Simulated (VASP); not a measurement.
# SiW12 in VASP: single point with PBE+D3(BJ)

Aim: the single point of SiW12 with PBE+D3(BJ).

Everything below comes from runs of VASP 6.6.1. Logs are shortened: lines on timing, memory, paths and dates and some standing lists are left out, and cuts for length are marked.

### 1 The cell of the first run

The cell holds a slab with vacuum, 13 atoms: a = 5.664 Å, b = 5.664 Å, c = 21.150 Å, α = 90.00°, β = 90.00°, γ = 90.00°.

### 2 Single point, PBE+D3(BJ)

Input file INCAR:

```
ALGO = Normal ; DIPOL = 0.5 0.5 0.302
EDIFF = 1E-6 ; ENCUT = 520
GGA = PE ; IDIPOL = 3
ISIF = 2 ; ISMEAR = 0
IVDW = 12 ; LASPH = T
LCHARG = F ; LDIPOL = T
LREAL = F ; LWAVE = F
NBANDS = 98 ; NELM = 60
PREC = Accurate ; SIGMA = 0.1
```

Input file KPOINTS:

```
k-points
0
Gamma
  5 5 1
```

Input file POSCAR:

```
SiW12
1.0
    5.6644156868      0.0000000000      0.0000000000
    0.0000000000      5.6644156868      0.0000000000
    0.0000000000      0.0000000000     21.1500668291
W Si
12 1
Direct
    0.2500000000      0.2500000000      0.1891246979
    0.2500000000      0.7500000000      0.1891246979
    0.7500000000      0.2500000000      0.1891246979
    0.7500000000      0.7500000000      0.1891246979
    0.0000000000      0.0000000000      0.2848852803
    0.0000000000      0.5000000000      0.2848852803
    0.5000000000      0.0000000000      0.2848852803
    0.5000000000      0.5000000000      0.2848852803
    0.2500000000      0.2500000000      0.3806166143
    0.2500000000      0.7500000000      0.3806166143
    0.7500000000      0.2500000000      0.3806166143
    0.7500000000      0.7500000000      0.3806166143
    0.3333333333      0.3333333333      0.5130039029
```

Potentials or basis: VASP PAW PBE potentials, release 64 (W_sv, Si).

Command:

```
$ cat potpaw_PBE.64/W_sv/POTCAR potpaw_PBE.64/Si/POTCAR > POTCAR
$ mpirun -np 1 vasp_std > vasp.out
```

OUTCAR:

```text
EDIFF = 1E-6
   ENCUT = 520
   GGA = PE
   ISIF = 2
   ISMEAR = 0
   IVDW = 12
   LASPH = T
   LREAL = F
   NELM = 60
   PREC = Accurate
 IVDW          = 12

 ion  position               nearest neighbor table
   1  0.250  0.250  0.189-   2 2.83   3 2.83   2 2.83   3 2.83   7 2.85   8 2.85   5 2.85   6 2.85

   2  0.250  0.750  0.189-   1 2.83   4 2.83   1 2.83   4 2.83   7 2.85   8 2.85   5 2.85   6 2.85

   3  0.750  0.250  0.189-   1 2.83   4 2.83   4 2.83   1 2.83   7 2.85   8 2.85   5 2.85   6 2.85
[... 15 lines left out ...]
  11  0.750  0.250  0.381-   9 2.83  12 2.83  12 2.83   9 2.83   5 2.85   6 2.85   7 2.85   8 2.85

  12  0.750  0.750  0.381-  10 2.83  11 2.83  11 2.83  10 2.83   5 2.85   6 2.85   7 2.85   8 2.85

  13  0.333  0.333  0.513-   9 2.88

  LATTYP: Found a simple tetragonal cell.
 ALAT       =     5.6644156868
 C/A-ratio  =     3.7338479375

  Lattice vectors:

 A1 = (   5.6644156868,   0.0000000000,   0.0000000000)
 A2 = (   0.0000000000,   5.6644156868,   0.0000000000)
 A3 = (   0.0000000000,   0.0000000000,  21.1500668291)

Analysis of symmetry for initial positions (statically):
=====================================================================
 Subroutine PRICEL returns:
 Original cell was already a primitive cell.

 Routine SETGRP: Setting up the symmetry group for a
 simple tetragonal supercell.

 Subroutine GETGRP returns: Found  2 space group operations
 (whereof  2 operations were pure point group operations)
 out of a pool of 16 trial point group operations.

The static configuration has the point symmetry C_1h.

Analysis of symmetry for dynamics (positions and initial velocities):
=====================================================================
 Subroutine PRICEL returns:
 Original cell was already a primitive cell.

 Routine SETGRP: Setting up the symmetry group for a
 simple tetragonal supercell.

 Subroutine GETGRP returns: Found  2 space group operations
 (whereof  2 operations were pure point group operations)
 out of a pool of 16 trial point group operations.

The dynamic configuration has the point symmetry C_1h.

 Subroutine INISYM returns: Found  2 space group operations
 (whereof  2 operations are pure point group operations),
 and found     1 'primitive' translations

----------------------------------------------------------------------------------------

                                     Primitive cell

  volume of cell :     678.6127

  direct lattice vectors                    reciprocal lattice vectors
     5.664415687  0.000000000  0.000000000     0.176540716  0.000000000  0.000000000
     0.000000000  5.664415687  0.000000000     0.000000000  0.176540716  0.000000000
     0.000000000  0.000000000 21.150066829     0.000000000  0.000000000  0.047281174

  length of vectors
     5.664415687  5.664415687 21.150066829     0.176540716  0.176540716  0.047281174

  position of ions in fractional coordinates (direct lattice)
     0.250000000  0.250000000  0.189124698
     0.250000000  0.750000000  0.189124698
     0.750000000  0.250000000  0.189124698
     0.750000000  0.750000000  0.189124698
     0.000000000  0.000000000  0.284885280
     0.000000000  0.500000000  0.284885280
     0.500000000  0.000000000  0.284885280
     0.500000000  0.500000000  0.284885280
     0.250000000  0.250000000  0.380616614
     0.250000000  0.750000000  0.380616614
     0.750000000  0.250000000  0.380616614
     0.750000000  0.750000000  0.380616614
     0.333333333  0.333333333  0.513003903

  ion indices of the primitive-cell ions
   primitive index   ion index
                 1           1
                 2           2
                 3           3
                 4           4
                 5           5
                 6           6
                 7           7
                 8           8
                 9           9
                10          10
                11          11
                12          12
                13          13

----------------------------------------------------------------------------------------

 KPOINTS: k-points

Automatic generation of k-mesh.
 Grid dimensions read from file:
 generate k-points for:    5    5    1

 Generating k-lattice:

  Cartesian coordinates                     Fractional coordinates (reciprocal lattice)
     0.035308143  0.000000000  0.000000000     0.200000000  0.000000000  0.000000000
     0.000000000  0.035308143  0.000000000     0.000000000  0.200000000  0.000000000
     0.000000000  0.000000000  0.047281174     0.000000000  0.000000000  1.000000000

  Length of vectors
     0.035308143  0.035308143  0.047281174

  Shift w.r.t. Gamma in fractional coordinates (k-lattice)
     0.000000000  0.000000000  0.000000000

 Subroutine IBZKPT returns following result:
 ===========================================

 Found      9 irreducible k-points:

 Following reciprocal coordinates:
            Coordinates               Weight
  0.000000  0.000000  0.000000      1.000000
  0.200000  0.000000  0.000000      4.000000
  0.400000  0.000000  0.000000      4.000000
  0.200000  0.200000  0.000000      2.000000
 -0.200000  0.200000  0.000000      2.000000
  0.400000  0.200000  0.000000      4.000000
 -0.200000  0.400000  0.000000      4.000000
  0.400000  0.400000  0.000000      2.000000
 -0.400000  0.400000  0.000000      2.000000
   k-points           NKPTS =      9   k-points in BZ     NKDIM =      9   number of bands    NBANDS=     98
   number of dos      NEDOS =    301   number of ions     NIONS =     13
   total plane-waves  NPLWV = 282240
   dimension x,y,z NGX =    42 NGY =   42 NGZ =  160
   dimension x,y,z NGXF=    84 NGYF=   84 NGZF=  320
   ions per type =              12   1
   NGX,Y,Z   is equivalent  to a cutoff of  12.33, 12.33, 12.58 a.u.
   NGXF,Y,Z  is equivalent  to a cutoff of  24.65, 24.65, 25.15 a.u.
 SYSTEM =  unknown system
   PREC   = accura    normal or accurate (medium, high low for compatibility)
   ISTART =      0    job   : 0-new  1-cont  2-samecut
   ICHARG =      2    charge: 1-file 2-atom 10-const
   ISPIN  =      1    spin polarized calculation?
   LNONCOLLINEAR =      F non collinear calculations
   LSORBIT =      F    spin-orbit coupling
   LASPH  =      T    aspherical Exc in radial PAW
   ENCUT  =  520.0 eV  38.22 Ry    6.18 a.u.  10.53 10.53 39.33*2*pi/ulx,y,z
   NELM   =     60;   NELMIN=  2; NELMDL= -5     # of ELM steps
   EDIFF  = 0.1E-05   stopping-criterion for ELM
   LREAL  =      F    real-space projection
   EDIFFG = 0.1E-04   stopping-criterion for IOM
   NSW    =      0    number of steps for IOM
   IBRION =     -1    ionic relax: 0-MD 1-quasi-New 2-CG
   NFREE  =      0    steps in history (QN), initial steepest desc. (CG)
   ISIF   =      2    stress and relaxation
   ISYM   =      2    0-nonsym 1-usesym 2-fastsym
   POTIM  = 0.5000    time-step for ionic-motion
   TEBEG  =    0.0;   TEEND  =   0.0 temperature during run
   PSTRESS=    0.0 pullay stress
   NELECT =     172.0000    total number of electrons
   NUPDOWN=      -1.0000    fix difference up-down
   EMIN   =  10.00;   EMAX   =-10.00  energy-range for DOS
   EFERMI =   0.00;   METHOD = LEGACY
   ISMEAR =     0;   SIGMA  =   0.10  broadening in eV -4-tet -1-fermi 0-gaus
   EFERMI_NEDOS =   21; number of points for ismear=-14 and -15
   IALGO  =     38    algorithm
   IMIX   =      4    mixing-type and parameters
     AMIX     =   0.40;   BMIX     =  1.00
     AMIX_MAG =   1.60;   BMIX_MAG =  1.00
  volume/ion in A,a.u.               =      52.20       352.27
  Fermi-wavevector in a.u.,A,eV,Ry     =   1.036041  1.957834 14.604238  1.073381
  Thomas-Fermi vector in A             =   2.170413
   LORBIT       =      0    0 simple, 1 ext, 2 COOP (PROOUT), +10 PAW based schemes
   GGA     = PE    functional components
   LHFCALC =     F    Hartree Fock is set to
   AEXX    =    0.0000 exact exchange contribution
   IVDW    =    12    specifies the selected vdW correction
   LEPSILON=     F    determine dielectric tensor
   LRPA    =     F    only Hartree local field effects (RPA)
 non-spin polarized calculation
 Gauss-broadening in eV      SIGMA  =   0.10
  energy-cutoff  :      520.00
  volume of cell :      678.61
 maximum number of plane-waves:     18347
 NGX is ok and might be reduce to    42
   NGX = 21   NGY = 21   NGZ = 79

 dipolmoment           0.000000      0.000000      0.030901 electrons x Angstroem

 number of electron     171.9999987 magnetization

 dipolmoment           0.000000      0.000000     -0.014489 electrons x Angstroem

 Free energy of the ion-electron system (eV)
  ---------------------------------------------------
  ext. energy  EPLUGINS =         0.00000000
  ---------------------------------------------------
  free energy    TOTEN  =      -140.60896295 eV

  energy without entropy =     -140.49369471  energy(sigma->0) =     -140.55132883

 E-fermi :   0.2620     XC(G=0):  -5.4148

 val. band max:        0.2518826808   @ k =   0.2000   0.0000   0.0000
 cond. band min:       0.2899716801   @ k =   0.2000   0.0000   0.0000
 fundamental gap:      0.0380889993
 Fermi energy:         0.2620336327

 k-point     1 :       0.0000    0.0000    0.0000
  band No.  band energies     occupation
      1     -73.6898      2.00000
      2     -73.6634      2.00000
      3     -73.6199      2.00000
      4     -73.6055      2.00000
      5     -73.5671      2.00000
      6     -73.5614      2.00000
[... 898 lines left out ...]
     97       1.1999      0.00000
     98       1.3045      0.00000

------------------------ aborting loop because EDIFF is reached ----------------------------------------

 vacuum level on the upper side and lower side of the slab       (xc-potential included)        -0.212        -0.118

 Edisp (eV)   -5.16648

 E8    (eV) :    -2.7368

  FORCE on cell =-STRESS in cart. coord.  units (eV):
  Direction    XX          YY          ZZ          XY          YZ          ZX
  --------------------------------------------------------------------------------------
  -------------------------------------------------------------------------------------
  Total     -35.49735   -35.49735    -7.92089    -0.12707    -0.40969    -0.40969
  in kB     -83.80783   -83.80783   -18.70091    -0.30002    -0.96726    -0.96726
  external pressure =      -62.11 kB  Pullay stress =        0.00 kB

 VOLUME and BASIS-vectors are now :
 -----------------------------------------------------------------------------
  energy-cutoff  :      520.00
  volume of cell :      678.61
      direct lattice vectors                 reciprocal lattice vectors
     5.664415687  0.000000000  0.000000000     0.176540716  0.000000000  0.000000000
     0.000000000  5.664415687  0.000000000     0.000000000  0.176540716  0.000000000
     0.000000000  0.000000000 21.150066829     0.000000000  0.000000000  0.047281174

 POSITION                                       TOTAL-FORCE (eV/Angst)
 -----------------------------------------------------------------------------------
      1.41610      1.41610      4.00000        -0.038728     -0.038728      0.269661
      1.41610      4.24831      4.00000         0.019992      0.046538      0.047716
      4.24831      1.41610      4.00000         0.046538      0.019992      0.047716
      4.24831      4.24831      4.00000         0.007846      0.007846      0.056843
      0.00000      0.00000      6.02534        -0.118352     -0.118352     -0.393594
      0.00000      2.83221      6.02534        -0.188209      0.199809     -0.281162
      2.83221      0.00000      6.02534         0.199809     -0.188209     -0.281162
      2.83221      2.83221      6.02534         0.120928      0.120928     -0.190476
      1.41610      1.41610      8.05007         0.187172      0.187172      2.304620
      1.41610      4.24831      8.05007         0.036931     -0.123175      0.600969
      4.24831      1.41610      8.05007        -0.123175      0.036931      0.600969
      4.24831      4.24831      8.05007        -0.066022     -0.066022      0.194911
      1.88814      1.88814     10.85007        -0.084730     -0.084730     -2.977012
 -----------------------------------------------------------------------------------
    total drift:                               -0.000152     -0.000152     -0.000628

  FREE ENERGIE OF THE ION-ELECTRON SYSTEM (eV)
  ---------------------------------------------------
  free  energy   TOTEN  =      -145.7754424908 eV

  energy  without entropy=     -145.6601742516  energy(sigma->0) =     -145.71780837

 vacuum level on the upper side and lower side of the slab         4.675         4.780
```

Run time: 35 min. Hardware: 1 thread of Intel Xeon 6975P-C, shared host; peak memory 0.87 GiB.

Results:

* Free energy: -145.7754 eV
* Largest force: 2.979 eV/Å
* Band gap on the k mesh: zero (band 86 reaches 0.39 eV, above the bottom of band 87 at 0.09 eV)
* Dispersion energy per atom: -0.397 eV

Forces in eV/Å, atoms in the order of the input:
```
W   -0.039 -0.039  0.270
W    0.020  0.047  0.048
W    0.047  0.020  0.048
W    0.008  0.008  0.057
W   -0.118 -0.118 -0.394
W   -0.188  0.200 -0.281
W    0.200 -0.188 -0.281
W    0.121  0.121 -0.190
W    0.187  0.187  2.305
W    0.037 -0.123  0.601
W   -0.123  0.037  0.601
W   -0.066 -0.066  0.195
Si  -0.085 -0.085 -2.977
```

Caveat: spin-orbit coupling is left out, which moves the levels of the heavy elements.
